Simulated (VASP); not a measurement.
# SnTe (I4/mmm) in VASP: notebook

SnTe is run at these levels: PBEsol; tasks: single point.

All numbers are computed with VASP 6.6.1; they aren't measurements. Logs are shortened: lines on timing, memory, paths and dates and some standing lists are left out, and cuts for length are marked.

## 1. The cell of the first run

Symmetry: I4/mmm, No. 139, tetragonal system. The conventional cell has a = 4.491 Å, b = 4.491 Å, c = 6.251 Å, α = 90.00°, β = 90.00°, γ = 90.00°. Within 4.1 Å of Sn (site symmetry 4/mmm) lie 6 Te at 3.13 to 3.18 Å. Te (site symmetry 4/mmm) has 6 Sn at 3.13 to 3.18 Å within 4.1 Å.

## 2. Single point, PBEsol (in-plane strain +0.01)

INCAR

```
SYSTEM = SnTe
  PREC = Accurate
  ENCUT = 520
  EDIFF = 1E-6
  ISMEAR = 0
  SIGMA = 0.01
  LREAL = .FALSE.
  LASPH = .TRUE.
  NELM = 100
  ALGO = Normal
  ISIF = 2
  LWAVE = .FALSE.
  LCHARG = .TRUE.
  GGA = PS
  LELF = .TRUE.
  LVHAR = .TRUE.
  NBANDS = 17
```

KPOINTS

```
Automatic mesh
0
G
  10 10 10
  0 0 0
```

POSCAR

```
SnTe
1.0
    3.1756777546      3.1756777546      0.0000000000
   -3.1756777546      3.1756777546      0.0000000000
    0.0000000000      3.1756777546      3.1253699882
Sn Te
1 1
Direct
    0.0000000000      0.0000000000      0.0000000000
    0.5000000000      0.5000000000      0.0000000000
```

Potentials or basis: VASP PAW PBE potentials, release 64 (Sn_d, Te).

Launch:

```console
cat potpaw_PBE.64/Sn_d/POTCAR potpaw_PBE.64/Te/POTCAR > POTCAR
mpirun -np 1 vasp_std > vasp.out
```

OUTCAR:

```text
SYSTEM = SnTe
   PREC = Accurate
   ENCUT = 520
   EDIFF = 1E-6
   ISMEAR = 0
   LREAL = .FALSE.
   LASPH = .TRUE.
   NELM = 100
   ISIF = 2
   GGA = PS

 ion  position               nearest neighbor table
   1  0.000  0.000  0.000-   2 3.13   2 3.13   2 3.18   2 3.18   2 3.18   2 3.18
   2  0.500  0.500  0.000-   1 3.13   1 3.13   1 3.18   1 3.18   1 3.18   1 3.18

  LATTYP: Found a body centered tetragonal cell.
 ALAT       =     4.4910865503
 C/A-ratio  =     1.3918101792

  Lattice vectors:

 A1 = (   3.1756777546,   0.0000000000,  -3.1253699882)
 A2 = (  -3.1756777546,   0.0000000000,  -3.1253699882)
 A3 = (   0.0000000000,   3.1756777546,   3.1253699882)

Analysis of symmetry for initial positions (statically):
=====================================================================
 Subroutine PRICEL returns:
 Original cell was already a primitive cell.

 Routine SETGRP: Setting up the symmetry group for a
 body centered tetragonal supercell.

 Subroutine GETGRP returns: Found 16 space group operations
 (whereof 16 operations were pure point group operations)
 out of a pool of 16 trial point group operations.

The static configuration has the point symmetry D_4h.

Analysis of symmetry for dynamics (positions and initial velocities):
=====================================================================
 Subroutine PRICEL returns:
 Original cell was already a primitive cell.

 Routine SETGRP: Setting up the symmetry group for a
 body centered tetragonal supercell.

 Subroutine GETGRP returns: Found 16 space group operations
 (whereof 16 operations were pure point group operations)
 out of a pool of 16 trial point group operations.

The dynamic configuration has the point symmetry D_4h.

 Subroutine INISYM returns: Found 16 space group operations
 (whereof 16 operations are pure point group operations),
 and found     1 'primitive' translations

----------------------------------------------------------------------------------------

                                     Primitive cell

  volume of cell :      63.0383

  direct lattice vectors                    reciprocal lattice vectors
     3.175677755  3.175677755  0.000000000     0.157446705  0.157446705 -0.159981059
    -3.175677755  3.175677755  0.000000000    -0.157446705  0.157446705 -0.159981059
     0.000000000  3.175677755  3.125369988     0.000000000  0.000000000  0.319962118

  length of vectors
     4.491086550  4.491086550  4.455655593     0.274176712  0.274176712  0.319962118

  position of ions in fractional coordinates (direct lattice)
     0.000000000  0.000000000  0.000000000
     0.500000000  0.500000000  0.000000000

  ion indices of the primitive-cell ions
   primitive index   ion index
                 1           1
                 2           2

----------------------------------------------------------------------------------------

 KPOINTS: Automatic mesh

Automatic generation of k-mesh.
 Grid dimensions read from file:
 generate k-points for:   10   10   10

 Generating k-lattice:

  Cartesian coordinates                     Fractional coordinates (reciprocal lattice)
     0.015744671  0.015744671 -0.015998106     0.100000000  0.000000000 -0.000000000
    -0.015744671  0.015744671 -0.015998106     0.000000000  0.100000000 -0.000000000
     0.000000000  0.000000000  0.031996212     0.000000000  0.000000000  0.100000000

  Length of vectors
     0.027417671  0.027417671  0.031996212

  Shift w.r.t. Gamma in fractional coordinates (k-lattice)
     0.000000000  0.000000000  0.000000000

 Subroutine IBZKPT returns following result:
 ===========================================

 Found    102 irreducible k-points:

 Following reciprocal coordinates:
            Coordinates               Weight
  0.000000  0.000000  0.000000      1.000000
  0.100000  0.000000 -0.000000      8.000000
  0.200000  0.000000 -0.000000      8.000000
  0.300000  0.000000  0.000000      8.000000
  0.400000  0.000000  0.000000      8.000000
  0.500000  0.000000 -0.000000      4.000000
[... 16 lines left out ...]
  0.300000  0.300000  0.000000      8.000000
  0.400000  0.300000 -0.000000     16.000000
 [... further k-points ...]
   k-points           NKPTS =    102   k-points in BZ     NKDIM =    102   number of bands    NBANDS=     17
   number of dos      NEDOS =    301   number of ions     NIONS =      2
   total plane-waves  NPLWV =  46656
   dimension x,y,z NGX =    36 NGY =   36 NGZ =   36
   dimension x,y,z NGXF=    72 NGYF=   72 NGZF=   72
   ions per type =               1   1
   NGX,Y,Z   is equivalent  to a cutoff of  13.33, 13.33, 13.43 a.u.
   NGXF,Y,Z  is equivalent  to a cutoff of  26.65, 26.65, 26.86 a.u.
 SYSTEM =  SnTe
   PREC   = accura    normal or accurate (medium, high low for compatibility)
   ISTART =      0    job   : 0-new  1-cont  2-samecut
   ICHARG =      2    charge: 1-file 2-atom 10-const
   ISPIN  =      1    spin polarized calculation?
   LNONCOLLINEAR =      F non collinear calculations
   LSORBIT =      F    spin-orbit coupling
   LASPH  =      T    aspherical Exc in radial PAW
   ENCUT  =  520.0 eV  38.22 Ry    6.18 a.u.   8.35  8.35  8.28*2*pi/ulx,y,z
   NELM   =    100;   NELMIN=  2; NELMDL= -5     # of ELM steps
   EDIFF  = 0.1E-05   stopping-criterion for ELM
   LREAL  =      F    real-space projection
   EDIFFG = 0.1E-04   stopping-criterion for IOM
   NSW    =      0    number of steps for IOM
   IBRION =     -1    ionic relax: 0-MD 1-quasi-New 2-CG
   NFREE  =      0    steps in history (QN), initial steepest desc. (CG)
   ISIF   =      2    stress and relaxation
   ISYM   =      2    0-nonsym 1-usesym 2-fastsym
   POTIM  = 0.5000    time-step for ionic-motion
   TEBEG  =    0.0;   TEEND  =   0.0 temperature during run
   PSTRESS=    0.0 pullay stress
   NELECT =      20.0000    total number of electrons
   NUPDOWN=      -1.0000    fix difference up-down
   EMIN   =  10.00;   EMAX   =-10.00  energy-range for DOS
   EFERMI =   0.00;   METHOD = LEGACY
   ISMEAR =     0;   SIGMA  =   0.01  broadening in eV -4-tet -1-fermi 0-gaus
   EFERMI_NEDOS =   21; number of points for ismear=-14 and -15
   IALGO  =     38    algorithm
   IMIX   =      4    mixing-type and parameters
     AMIX     =   0.40;   BMIX     =  1.00
     AMIX_MAG =   1.60;   BMIX_MAG =  1.00
  volume/ion in A,a.u.               =      31.52       212.70
  Fermi-wavevector in a.u.,A,eV,Ry     =   1.116563  2.109999 16.962572  1.246714
  Thomas-Fermi vector in A             =   2.253178
   LORBIT       =      0    0 simple, 1 ext, 2 COOP (PROOUT), +10 PAW based schemes
   GGA     = PS    functional components
   LHFCALC =     F    Hartree Fock is set to
   AEXX    =    0.0000 exact exchange contribution
   IVDW    =     0    specifies the selected vdW correction
   LEPSILON=     F    determine dielectric tensor
   LRPA    =     F    only Hartree local field effects (RPA)
 non-spin polarized calculation
 Gauss-broadening in eV      SIGMA  =   0.01
  energy-cutoff  :      520.00
  volume of cell :       63.04
 maximum number of plane-waves:      1719
 NGX is ok and might be reduce to    36
   NGX = 17   NGY = 17   NGZ = 17

 number of electron      20.0000000 magnetization

 Free energy of the ion-electron system (eV)
  ---------------------------------------------------
  ext. energy  EPLUGINS =         0.00000000
  ---------------------------------------------------
  free energy    TOTEN  =        -8.33313010 eV

  energy without entropy =       -8.33313010  energy(sigma->0) =       -8.33313010

 E-fermi :   6.6948     XC(G=0):  -9.6192

 val. band max:        6.6550017517   @ k =   0.5000   0.0000  -0.0000
 cond. band min:       6.7893043861   @ k =   0.5000   0.0000  -0.0000
 fundamental gap:      0.1343026344
 Fermi energy:         6.6948057176

 k-point     1 :       0.0000    0.0000    0.0000
  band No.  band energies     occupation
      1     -15.0718      2.00000
      2     -15.0665      2.00000
      3     -15.0655      2.00000
      4     -15.0611      2.00000
      5     -15.0611      2.00000
      6      -6.0556      2.00000
[... 9 lines left out ...]
     16      11.5148      0.00000
     17      13.4540      0.00000

 k-point     2 :       0.1000    0.0000   -0.0000
  band No.  band energies     occupation
      1     -15.0721      2.00000
      2     -15.0670      2.00000
      3     -15.0651      2.00000
      4     -15.0608      2.00000
      5     -15.0606      2.00000
      6      -5.9718      2.00000
[... 9 lines left out ...]
     16      11.6839      0.00000
     17      14.0883      0.00000

 k-point     3 :       0.2000    0.0000   -0.0000
  band No.  band energies     occupation
      1     -15.0730      2.00000
      2     -15.0684      2.00000
      3     -15.0640      2.00000
      4     -15.0597      2.00000
      5     -15.0590      2.00000
      6      -5.7294      2.00000
[... 9 lines left out ...]
     16      12.2467      0.00000
     17      15.4952      0.00000

 k-point     4 :       0.3000    0.0000    0.0000
  band No.  band energies     occupation
      1     -15.0744      2.00000
      2     -15.0703      2.00000
      3     -15.0630      2.00000
      4     -15.0581      2.00000
      5     -15.0568      2.00000
      6      -5.3649      2.00000
[... 9 lines left out ...]
     16      13.1479      0.00000
     17      17.1777      0.00000
[... 343 lines left out ...]
      1     -15.0760      2.00000
      2     -15.0659      2.00000
      3     -15.0624      2.00000
      4     -15.0622      2.00000
      5     -15.0573      2.00000
      6      -5.6316      2.00000
[... 9 lines left out ...]
     16      13.4313      0.00000
     17      14.0139      0.00000

 k-point    23 :       0.3000    0.3000    0.0000
  band No.  band energies     occupation
      1     -15.0785      2.00000
      2     -15.0701      2.00000
      3     -15.0604      2.00000
      4     -15.0572      2.00000
      5     -15.0545      2.00000
      6      -4.6236      2.00000
[... 9 lines left out ...]
     16      13.8343      0.00000
     17      16.0119      0.00000

 k-point    24 :       0.4000    0.3000   -0.0000
  band No.  band energies     occupation
      1     -15.0811      2.00000
      2     -15.0683      2.00000
      3     -15.0598      2.00000
      4     -15.0585      2.00000
      5     -15.0529      2.00000
      6      -4.5135      2.00000
[... 9 lines left out ...]
     16      14.8227      0.00000
     17      17.0794      0.00000

 [... further k-points ...]

------------------------ aborting loop because EDIFF is reached ----------------------------------------

  FORCE on cell =-STRESS in cart. coord.  units (eV):
  Direction    XX          YY          ZZ          XY          YZ          ZX
  --------------------------------------------------------------------------------------
  -------------------------------------------------------------------------------------
  Total       -0.5215458     -0.5215458      0.2947982      0.0000000     -0.0000000      0.0000000
  in kB      -13.2555799    -13.2555799      7.4925760      0.0000000     -0.0000000      0.0000000
  external PRESSURE =      -6.3395279 kB  Pullay stress =       0.0000000 kB

 VOLUME and BASIS-vectors are now :
 -----------------------------------------------------------------------------
  energy-cutoff  :      520.00
  volume of cell :       63.04
      direct lattice vectors                 reciprocal lattice vectors
     3.175677755  3.175677755  0.000000000     0.157446705  0.157446705 -0.159981059
    -3.175677755  3.175677755  0.000000000    -0.157446705  0.157446705 -0.159981059
     0.000000000  3.175677755  3.125369988     0.000000000  0.000000000  0.319962118

 POSITION                                       TOTAL-FORCE (eV/Angst)
 -----------------------------------------------------------------------------------
      0.00000      0.00000      0.00000        -0.000000      0.000000      0.000000
      0.00000      3.17568      0.00000         0.000000     -0.000000      0.000000
 -----------------------------------------------------------------------------------
    total drift:                                0.000000      0.000000     -0.000000

  FREE ENERGIE OF THE ION-ELECTRON SYSTEM (eV)
  ---------------------------------------------------
  free  energy   TOTEN  =        -8.3331301047 eV

  energy  without entropy=       -8.3331301047  energy(sigma->0) =       -8.33313010
```

Run time: 94 s. Hardware: 1 thread of Intel Xeon Platinum 8259CL at 2.50GHz (Skylake/Cascade Lake), shared host; peak memory 0.28 GiB.

What came out:

| Property | Result |
| --- | --- |
| Free energy | -8.3331 eV |
| Pressure | -0.6 GPa |
| Band gap on the k mesh | 0.13 eV |

Caveat: the cell differs from its parent crystal (in-plane strain +0.01); the PAW data sets were made with another functional, which shifts forces and pressure a little; spin-orbit coupling is left out, which moves the levels of the heavy elements.

## 3. Single point, PBEsol (in-plane strain +0.01, then relaxed in part)

INCAR

```
SYSTEM = SnTe
  PREC = Accurate
  ENCUT = 520
  EDIFF = 1E-7
  ISMEAR = 0
  SIGMA = 0.01
  LREAL = .FALSE.
  LASPH = .TRUE.
  NELM = 80
  ALGO = Normal
  ISIF = 2
  LWAVE = .FALSE.
  LCHARG = .FALSE.
  GGA = PS
  NBANDS = 17
```

KPOINTS is that of step 2.

POSCAR, as its differences from that of step 2:

```diff
@@ -4,3 +4,3 @@
    -3.1756777546      3.1756777546      0.0000000000
-    0.0000000000      3.1756777546      3.1253699882
+    0.0000000000      3.1756777546      3.1427656545
 Sn Te
```

Potentials or basis: VASP PAW PBE potentials, release 64 (Sn_d, Te).

Launch:

```console
cat potpaw_PBE.64/Sn_d/POTCAR potpaw_PBE.64/Te/POTCAR > POTCAR
mpirun -np 1 vasp_std > vasp.out
```

It took 1.8 min on 1 thread of Intel Xeon Platinum 8259CL at 2.50GHz (Skylake/Cascade Lake), shared host; peak memory 0.27 GiB.

Results (log left out):

```yaml
Free_energy: -8.3340 eV
Pressure: -0.9 GPa
Band_gap_on_the_k_mesh: 0.11 eV
```

Stress tensor (GPa, compression positive):
```
-1.31  0.00  0.00
 0.00 -1.31  0.00
 0.00  0.00  0.00
```

Levels at points of the mesh, in eV from the valence-band top:
```
           k point  band 8  band 9  band 10  band 11  band 12  band 13
(0.00, 0.00, 0.00)   -2.13   -2.01    -2.01     3.27     3.27     3.52
(0.50, 0.00, 0.00)   -1.73   -1.70     0.00     0.11     0.39     0.44
(0.50, 0.50, 0.00)   -5.45   -3.69    -3.57     2.21     4.78     5.05
(0.00, 0.00, 0.50)   -5.48   -3.65    -3.65     2.18     4.87     4.87
```

Caveat: the cell differs from its parent crystal (in-plane strain +0.01, then relaxed in part); the PAW data sets were made with another functional, which shifts forces and pressure a little; spin-orbit coupling is left out, which moves the levels of the heavy elements. A k mesh can miss the band edges.
